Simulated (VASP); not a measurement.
Input of a VASP 6.6.1 run:

Contents of INCAR:

```
PREC = Accurate
ENCUT = 600
EDIFF = 1E-6
ISMEAR = 0
SIGMA = 0.02
LREAL = F
LASPH = T
NELM = 100
ALGO = Normal
ISIF = 3
LWAVE = F
LCHARG = F
GGA = PE
IBRION = 2
NSW = 100
EDIFFG = -0.01
```

File KPOINTS:

```
Automatic mesh
0
Gamma
  6 6 6
```

POSCAR

```
CaB6
1.0
    3.1425595244     -3.1442308368      0.0000000000
    3.1425595244      3.1442308368      0.0000000000
   -0.0437964992      0.0000000000      4.2697517459
Ca B
1 6
Direct
    0.0000000000      0.0000000000      0.0000000000
    0.5007489051      0.5007489051      0.3021388862
    0.4992510949      0.4992510949      0.6978611138
    0.7805562153      0.5000098964      0.0010026445
    0.4999901036      0.2194437847      0.9989973555
    0.5000098964      0.7805562153      0.0010026445
    0.2194437847      0.4999901036      0.9989973555
```

Potentials or basis: VASP PAW PBE potentials, release 64 (Ca_sv, B).

The run is started by

```bash
$ cat potpaw_PBE.64/Ca_sv/POTCAR potpaw_PBE.64/B/POTCAR > POTCAR
$ mpirun -np 1 vasp_std > vasp.out
```

Q: What does it give for the band gap on the k mesh?

A: 1.34 eV.

Q: Estimate the space group after relaxing (to 0.1 Å).

A: P4/mmm (No. 123).

Step by step:
```csv
step,energy change (eV),largest force (eV/Å),pressure (GPa),volume (Å³)
1,0.0000,0.0322,0.20,84.38
2,-0.0004,0.0455,-0.09,84.56
3,-0.0004,0.0341,-0.05,84.53
4,-0.0005,0.0372,0.02,84.54
5,-0.0005,0.0232,0.01,84.54
6,-0.0007,0.0177,0.00,84.54
7,-0.0009,0.0285,0.00,84.56
8,-0.0009,0.0056,-0.04,84.56
```

A k mesh can miss the band edges.
